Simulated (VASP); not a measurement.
LiCl, 4 atoms in the cell. Symmetry: P6_3/mmc, No. 194, hexagonal system. Conventional cell: a = 4.191 Å, b = 4.191 Å, c = 5.233 Å, α = 90.00°, β = 90.00°, γ = 120.00°. Within 3.2 Å of Li (site symmetry -6m2) lie 5 Cl at 2.42 to 2.62 Å. Cl (site symmetry -6m2) has 5 Li at 2.42 to 2.62 Å within 3.2 Å.  This cell differs from its parent crystal: biaxial xy strain +0.7%.

| Property | Result |
| --- | --- |
| Program | VASP 6.6.1 |
| Task | single point |
| Functional | PBE |
| Potentials or basis | VASP PAW PBE potentials, release 64 (Li_sv, Cl) |
| Cutoff | 520 eV |
| k mesh | 12 × 12 × 6 |
| Occupations | fermi-dirac, width 0.02 eV |
| Spin | no spin polarisation |
| Dipole correction | no |
| Further INCAR settings | ALGO = Normal; EDIFF = 1e-06; NBANDS = 18 |

Potentials or basis: VASP PAW PBE potentials, release 64 (Li_sv, Cl).

The run is started by

```bash
$ cat potpaw_PBE.64/Li_sv/POTCAR potpaw_PBE.64/Cl/POTCAR > POTCAR
$ mpirun -np 1 vasp_std > vasp.out
```

Hardware: 1 thread of Intel(R) Xeon(R) 6975P-C (Granite Rapids), on a shared host.

Estimate the wall time of this run.

Run time: 30 s on 1 thread of Intel(R) Xeon(R) 6975P-C (Granite Rapids), with other jobs on the host, peak memory 0.23 GiB. Counts: scf iterations 13, k points 76.
